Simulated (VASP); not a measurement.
A run of VASP 6.6.1:

File POSCAR:

```
AlN
1.0
    3.1067223070      0.0000000000      0.0000000000
   -1.5533611535      2.6905004404      0.0000000000
    0.0000000000      0.0000000000      4.9785125000
Al N
2 2
Direct
    0.3333333333      0.6666666667      0.0001929820
    0.6666666667      0.3333333333      0.5001929820
    0.3333333333      0.6666666667      0.3818070180
    0.6666666667      0.3333333333      0.8818070180
```

The input INCAR.step1:

```
SYSTEM = AlN
PREC     = Accurate       ! precision mode
ENCUT    = 520            ! plane-wave cutoff, eV
ISMEAR   = 0              ! smearing method
SIGMA    = 0.01           ! smearing width, eV
LREAL    = .FALSE.        ! projectors in reciprocal space
LASPH    = .TRUE.         ! aspherical terms in the spheres
NELM     = 60             ! most SCF steps
NBANDS   = 16             ! bands
GGA      = PE             ! functional
ALGO     = Normal         ! electronic algorithm
EDIFF    = 1E-4           ! SCF threshold, eV
LWAVE    = .TRUE.         ! write WAVECAR
LCHARG   = .FALSE.        ! write CHGCAR
```

File INCAR.step2:

```
SYSTEM = AlN
PREC     = Accurate       ! precision mode
ENCUT    = 520            ! plane-wave cutoff, eV
EDIFF    = 1E-6           ! SCF threshold, eV
ISMEAR   = 0              ! smearing method
SIGMA    = 0.01           ! smearing width, eV
LREAL    = .FALSE.        ! projectors in reciprocal space
LASPH    = .TRUE.         ! aspherical terms in the spheres
NELM     = 60             ! most SCF steps
ALGO     = Normal         ! electronic algorithm
ISIF     = 2              ! what is computed and relaxed
LWAVE    = .FALSE.        ! write WAVECAR
LCHARG   = .FALSE.        ! write CHGCAR
METAGGA  = R2SCAN         ! meta-GGA
LMIXTAU  = .TRUE.       
NBANDS   = 16             ! bands
ISTART   = 1
```

Contents of KPOINTS:

```
regular mesh
0
G
  8 8 5
  0 0 0
```

Potentials or basis: VASP PAW PBE potentials, release 64 (Al, N).

Command:

```bash
$ cat potpaw_PBE.64/Al/POTCAR potpaw_PBE.64/N/POTCAR > POTCAR
$ cp INCAR.step1 INCAR
$ mpirun -np 1 vasp_std > vasp.out
$ cp INCAR.step2 INCAR
$ mpirun -np 1 vasp_std > vasp.out
```

Hardware: 1 thread of Intel(R) Xeon(R) Platinum 8175M CPU @ 2.50GHz (Skylake/Cascade Lake) (shared host).

Question: How long does it take, and how much memory?

Answer: Wall time 58 s on 1 thread of Intel(R) Xeon(R) Platinum 8175M CPU @ 2.50GHz (Skylake/Cascade Lake) (shared host), peak memory 0.16 GiB. Counts: k points 30.
